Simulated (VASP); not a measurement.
# ZnS (I-4m2) in VASP: further runs

ZnS is run at these levels: PBE; tasks: single point.

Everything below comes from runs of VASP 6.6.1. Logs are shortened: lines on timing, memory, paths and dates and some standing lists are left out, and cuts for length are marked.

## (1) The cell of the first run

The structure is tetragonal, space group I-4m2 (No. 119). The conventional cell has a = 3.733 Å, b = 3.733 Å, c = 5.606 Å, α = 90.00°, β = 90.00°, γ = 90.00°. Within 3.1 Å of Zn (site symmetry -4m2) lie 4 S at 2.33 Å. Within 3.1 Å of S (site symmetry -4m2) lie 4 Zn at 2.33 Å.

## (2) Single point, PBE (strain -0.030 along x and y, +0.030 along z)

The input, INCAR:

```
PREC = Accurate
ENCUT = 520
EDIFF = 1E-7
ISMEAR = 0
SIGMA = 0.05
LREAL = False
LASPH = True
NELM = 60
ALGO = Normal
ISIF = 2
LWAVE = False
LCHARG = False
GGA = PE
NBANDS = 16
```

The input, KPOINTS:

```
Automatic mesh
0
Gamma
  8 8 8
```

The input, POSCAR:

```
ZnS
1.0
    0.0000000000      2.6399170651      2.8032109041
    2.6399170651      0.0000000000      2.8032109041
    2.6399170651      2.6399170651      0.0000000000
Zn S
1 1
Direct
    0.0000000000      0.0000000000      0.0000000000
    0.7500000000      0.7500000000      0.7500000000
```

Potentials or basis: VASP PAW PBE potentials, release 64 (Zn, S).

The run is started by

```
$ cat potpaw_PBE.64/Zn/POTCAR potpaw_PBE.64/S/POTCAR > POTCAR
$ mpirun -np 1 vasp_std > vasp.out
```

OUTCAR:

```text
PREC = Accurate
   ENCUT = 520
   EDIFF = 1E-7
   ISMEAR = 0
   LREAL = False
   LASPH = True
   NELM = 60
   ISIF = 2
   GGA = PE

 ion  position               nearest neighbor table
   1  0.000  0.000  0.000-   2 2.33   2 2.33   2 2.33   2 2.33
   2  0.750  0.750  0.750-   1 2.33   1 2.33   1 2.33   1 2.33

  LATTYP: Found a body centered tetragonal cell.
 ALAT       =     3.7334065170
 C/A-ratio  =     1.5016906899

  Lattice vectors:

 A1 = (  -2.6399170651,   0.0000000000,   2.8032109041)
 A2 = (   2.6399170651,   0.0000000000,   2.8032109041)
 A3 = (   0.0000000000,   2.6399170651,  -2.8032109041)

Analysis of symmetry for initial positions (statically):
=====================================================================
 Subroutine PRICEL returns:
 Original cell was already a primitive cell.

 Routine SETGRP: Setting up the symmetry group for a
 body centered tetragonal supercell.

 Subroutine GETGRP returns: Found  8 space group operations
 (whereof  8 operations were pure point group operations)
 out of a pool of 16 trial point group operations.

The static configuration has the point symmetry D_2d.

Analysis of symmetry for dynamics (positions and initial velocities):
=====================================================================
 Subroutine PRICEL returns:
 Original cell was already a primitive cell.

 Routine SETGRP: Setting up the symmetry group for a
 body centered tetragonal supercell.

 Subroutine GETGRP returns: Found  8 space group operations
 (whereof  8 operations were pure point group operations)
 out of a pool of 16 trial point group operations.

The dynamic configuration has the point symmetry D_2d.

 Subroutine INISYM returns: Found  8 space group operations
 (whereof  8 operations are pure point group operations),
 and found     1 'primitive' translations

----------------------------------------------------------------------------------------

                                     Primitive cell

  volume of cell :      39.0721

  direct lattice vectors                    reciprocal lattice vectors
     0.000000000  2.639917065  2.803210904    -0.189399889  0.189399889  0.178366886
     2.639917065  0.000000000  2.803210904     0.189399889 -0.189399889  0.178366886
     2.639917065  2.639917065  0.000000000     0.189399889  0.189399889 -0.178366886
[... 76 lines left out ...]
   ISTART =      0    job   : 0-new  1-cont  2-samecut
   ICHARG =      2    charge: 1-file 2-atom 10-const
   ISPIN  =      1    spin polarized calculation?
   LNONCOLLINEAR =      F non collinear calculations
   LSORBIT =      F    spin-orbit coupling
   LASPH  =      T    aspherical Exc in radial PAW
   ENCUT  =  520.0 eV  38.22 Ry    6.18 a.u.   7.16  7.16  6.94*2*pi/ulx,y,z
   NELM   =     60;   NELMIN=  2; NELMDL= -5     # of ELM steps
   EDIFF  = 0.1E-06   stopping-criterion for ELM
   LREAL  =      F    real-space projection
   EDIFFG = 0.1E-05   stopping-criterion for IOM
   NSW    =      0    number of steps for IOM
   IBRION =     -1    ionic relax: 0-MD 1-quasi-New 2-CG
   NFREE  =      0    steps in history (QN), initial steepest desc. (CG)
   ISIF   =      2    stress and relaxation
   ISYM   =      2    0-nonsym 1-usesym 2-fastsym
   POTIM  = 0.5000    time-step for ionic-motion
   TEBEG  =    0.0;   TEEND  =   0.0 temperature during run
   PSTRESS=    0.0 pullay stress
   NELECT =      18.0000    total number of electrons
   NUPDOWN=      -1.0000    fix difference up-down
   EMIN   =  10.00;   EMAX   =-10.00  energy-range for DOS
   EFERMI =   0.00;   METHOD = LEGACY
   ISMEAR =     0;   SIGMA  =   0.05  broadening in eV -4-tet -1-fermi 0-gaus
   EFERMI_NEDOS =   21; number of points for ismear=-14 and -15
   IALGO  =     38    algorithm
   IMIX   =      4    mixing-type and parameters
     AMIX     =   0.40;   BMIX     =  1.00
     AMIX_MAG =   1.60;   BMIX_MAG =  1.00
  volume/ion in A,a.u.               =      19.54       131.84
  Fermi-wavevector in a.u.,A,eV,Ry     =   1.264378  2.389328 21.750973  1.598651
  Thomas-Fermi vector in A             =   2.397686
   LORBIT       =      0    0 simple, 1 ext, 2 COOP (PROOUT), +10 PAW based schemes
   GGA     = PE    functional components
   LHFCALC =     F    Hartree Fock is set to
   AEXX    =    0.0000 exact exchange contribution
   IVDW    =     0    specifies the selected vdW correction
   LEPSILON=     F    determine dielectric tensor
   LRPA    =     F    only Hartree local field effects (RPA)
 non-spin polarized calculation
 Gauss-broadening in eV      SIGMA  =   0.05
  energy-cutoff  :      520.00
  volume of cell :       39.07
 maximum number of plane-waves:      1070
 NGX is ok and might be reduce to    30
   NGX = 15   NGY = 15   NGZ = 13

 number of electron      18.0000006 magnetization

 Free energy of the ion-electron system (eV)
  ---------------------------------------------------
  ext. energy  EPLUGINS =         0.00000000
  ---------------------------------------------------
  free energy    TOTEN  =        -6.82933979 eV

  energy without entropy =       -6.82933979  energy(sigma->0) =       -6.82933979

 E-fermi :   2.5222     XC(G=0):  -9.6794

 val. band max:        2.2720510119   @ k =   0.0000   0.0000   0.0000
 cond. band min:       4.3374727340   @ k =   0.0000   0.0000   0.0000
 fundamental gap:      2.0654217221
 Fermi energy:         2.5222182844

 k-point     1 :       0.0000    0.0000    0.0000
  band No.  band energies     occupation
      1     -11.0036      2.00000
      2      -4.2019      2.00000
      3      -4.1626      2.00000
      4      -4.1626      2.00000
      5      -3.6813      2.00000
      6      -3.6631      2.00000
[... 433 lines left out ...]
      3      -4.0566      2.00000
      4      -3.9882      2.00000
      5      -3.6689      2.00000
      6      -3.6287      2.00000
[... 8 lines left out ...]
     15      14.7705      0.00000
     16      15.5547      0.00000

 [... further k-points ...]
[... 5 lines left out ...]
  --------------------------------------------------------------------------------------
  -------------------------------------------------------------------------------------
  Total        0.8123760      0.8123760      0.1589583      0.0000000      0.0000000      0.0000000
  in kB       33.3120487     33.3120487      6.5181951      0.0000000      0.0000000      0.0000000
  external PRESSURE =      24.3807642 kB  Pullay stress =       0.0000000 kB

 VOLUME and BASIS-vectors are now :
 -----------------------------------------------------------------------------
  energy-cutoff  :      520.00
  volume of cell :       39.07
      direct lattice vectors                 reciprocal lattice vectors
     0.000000000  2.639917065  2.803210904    -0.189399889  0.189399889  0.178366886
     2.639917065  0.000000000  2.803210904     0.189399889 -0.189399889  0.178366886
     2.639917065  2.639917065  0.000000000     0.189399889  0.189399889 -0.178366886

 POSITION                                       TOTAL-FORCE (eV/Angst)
 -----------------------------------------------------------------------------------
      0.00000      0.00000      0.00000        -0.000000     -0.000000      0.000000
      3.95988      3.95988      4.20482         0.000000      0.000000      0.000000
 -----------------------------------------------------------------------------------
    total drift:                               -0.000009     -0.000009     -0.000003

  FREE ENERGIE OF THE ION-ELECTRON SYSTEM (eV)
  ---------------------------------------------------
  free  energy   TOTEN  =        -6.8293397891 eV

  energy  without entropy=       -6.8293397891  energy(sigma->0) =       -6.82933979
```

OSZICAR:

```text
N       E                     dE             d eps       ncg     rms          rms(c)
DAV:   1     0.879343376530E+02    0.87934E+02   -0.89327E+03  1888   0.135E+03
DAV:   2    -0.175733213907E+01   -0.89692E+02   -0.84344E+02  2176   0.256E+02
DAV:   3    -0.720427522726E+01   -0.54469E+01   -0.54270E+01  2376   0.621E+01
DAV:   4    -0.725925110097E+01   -0.54976E-01   -0.54966E-01  2248   0.653E+00
DAV:   5    -0.725988940824E+01   -0.63831E-03   -0.63829E-03  2464   0.677E-01    0.699E+00
DAV:   6    -0.685060281353E+01    0.40929E+00   -0.73961E-01  2808   0.302E+01    0.545E+00
DAV:   7    -0.682972707958E+01    0.20876E-01   -0.25487E-01  2216   0.457E+00    0.276E+00
DAV:   8    -0.682895832908E+01    0.76875E-03   -0.52474E-03  2504   0.911E-01    0.730E-01
DAV:   9    -0.682918169620E+01   -0.22337E-03   -0.13073E-03  2280   0.288E-01    0.980E-02
DAV:  10    -0.682934768316E+01   -0.16599E-03   -0.22890E-04  2312   0.119E-01    0.454E-02
DAV:  11    -0.682933915055E+01    0.85326E-05   -0.28248E-05  2296   0.534E-02    0.803E-03
DAV:  12    -0.682933951970E+01   -0.36915E-06   -0.31293E-06  2480   0.166E-02    0.391E-03
DAV:  13    -0.682933981837E+01   -0.29867E-06   -0.70102E-07  2256   0.571E-03    0.269E-03
DAV:  14    -0.682933978910E+01    0.29277E-07   -0.17312E-08  2000   0.232E-03
   1 F= -.68293398E+01 E0= -.68293398E+01  d E =-.147989E-14
```

stdout:

```text
POSCAR found type information on POSCAR ZnS
 POSCAR found :  2 types and       2 ions
 scaLAPACK will be used
 LDA part: xc-table for (Slater+PW92), standard interpolation
 POSCAR, INCAR and KPOINTS ok, starting setup
 FFT: planning ... GRIDC
 FFT: planning ... GRID_SOFT
 FFT: planning ... GRID
 WAVECAR not read
 entering main loop
```

It took 18 s on 1 thread of Intel Xeon 6975P-C (Granite Rapids), shared host; peak memory 0.17 GiB.

Results:

```
Free energy            : -6.8293 eV
Pressure               : 2.4 GPa
Band gap on the k mesh : 2.07 eV, direct
```

Stress tensor (GPa, compression positive):
```
3.33 0.00 0.00
0.00 3.33 0.00
0.00 0.00 0.65
```

Caveat: the cell differs from its parent crystal (strain -0.030 along x and y, +0.030 along z).

## (3) Single point, PBE (strain +0.000 along x and y, -0.030 along z)

The input, INCAR:

```
ALGO     = Normal         # electronic algorithm
EDIFF    = 1E-6           # SCF threshold, eV
ENCUT    = 520            # plane-wave cutoff, eV
GGA      = PE             # functional
ISIF     = 2              # what is computed and relaxed
ISMEAR   = 0              # smearing method
LASPH    = True           # aspherical terms in the spheres
LCHARG   = False          # write CHGCAR
LREAL    = False          # projectors in reciprocal space
LWAVE    = False          # write WAVECAR
NBANDS   = 16             # bands
NELM     = 60             # most SCF steps
PREC     = Accurate       # precision mode
SIGMA    = 0.05           # smearing width, eV
```

The input, KPOINTS:

```
k-points
0
Gamma
  8 8 8
```

The input, POSCAR:

```
ZnS
1.0
    0.0000000000      2.7215639846      2.6399170651
    2.7215639846      0.0000000000      2.6399170651
    2.7215639846      2.7215639846      0.0000000000
Zn S
1 1
Direct
    0.0000000000      0.0000000000      0.0000000000
    0.7500000000      0.7500000000      0.7500000000
```

Potentials or basis: VASP PAW PBE potentials, release 64 (Zn, S).

The run is started by

```
$ cat potpaw_PBE.64/Zn/POTCAR potpaw_PBE.64/S/POTCAR > POTCAR
$ mpirun -np 1 vasp_std > vasp.out
```

Run time: 14 s. Hardware: 1 thread of Intel Xeon 6975P-C (Granite Rapids), shared host; peak memory 0.17 GiB.

Results (log left out):

- Free energy: -6.8396 eV
- Pressure: 2.4 GPa
- Band gap on the k mesh: 2.08 eV, direct

Stress tensor (GPa, compression positive):
```
2.05 0.00 0.00
0.00 2.05 0.00
0.00 0.00 3.19
```

Levels at points of the mesh, in eV from the valence-band top:
| k point | band 6 | band 7 | band 8 | band 9 | band 10 | band 11 | band 12 | band 13 |
| --- | --- | --- | --- | --- | --- | --- | --- | --- |
| (0.00, 0.00, 0.00) | -5.93 | -0.10 | -0.10 | 0.00 | 2.08 | 6.33 | 6.33 | 6.33 |
| (0.50, 0.00, 0.00) | -5.73 | -5.41 | -1.03 | -0.86 | 3.25 | 6.73 | 7.01 | 8.85 |
| (0.50, 0.50, 0.00) | -5.68 | -4.54 | -2.42 | -2.42 | 3.22 | 3.81 | 11.20 | 11.92 |
| (0.50, 0.00, 0.50) | -5.73 | -4.71 | -2.29 | -2.23 | 3.37 | 4.11 | 10.85 | 11.83 |

Caveat: the cell differs from its parent crystal (strain +0.000 along x and y, -0.030 along z).
